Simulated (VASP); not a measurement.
Input of a VASP 6.6.1 run:

INCAR

```
SYSTEM = Dy2C
ALGO = Normal ; EDIFF = 1E-6
ENCUT = 520 ; GGA = PS
ISIF = 2 ; ISMEAR = 0
ISPIN = 2 ; LASPH = .TRUE.
LCHARG = .FALSE. ; LMAXMIX = 6
LORBIT = 11 ; LREAL = .FALSE.
LWAVE = .FALSE. ; MAGMOM = 0 5 5
NBANDS = 33 ; NELM = 150
PREC = Accurate ; SIGMA = 0.05
```

File KPOINTS:

```
k-points
0
G
  10 10 10
  0 0 0
```

POSCAR

```
Dy2C
1.0
    1.7496769063      1.0101764329      6.1755368524
   -1.7496769063      1.0101764329      6.1755368524
    0.0000000000     -2.0203528657      6.1755368524
C Dy
1 2
Direct
    0.0000000000      0.0000000000      0.0000000000
    0.2609166389      0.2609166389      0.2609166389
    0.7390833611      0.7390833611      0.7390833611
```

Potentials or basis: VASP PAW PBE potentials, release 64 (C, Dy).

The run is started by

```bash
$ cat potpaw_PBE.64/C/POTCAR potpaw_PBE.64/Dy/POTCAR > POTCAR
$ mpirun -np 1 vasp_std > vasp.out
```

**Question.** What does it give for the largest force?

**Answer.** 0.182 eV/Å.

**Question.** What does it give for the site moments?

**Answer.** C +0.01; Dy +4.75 μB.

**Question.** Predict the net moment.

**Answer.** 9.81 μB per cell.

**Question.** What does it give for the pressure?

**Answer.** 0.9 GPa.

Forces on the atoms (eV/Å):
```
C    0.000  0.000  0.000
Dy   0.000  0.000 -0.182
Dy   0.000  0.000  0.182
```

Caveat: the magnetic or orbital state may not be the lowest; the PAW data sets were made with another functional, which shifts forces and pressure a little. The state reached can hang on the start; a lower one may exist.
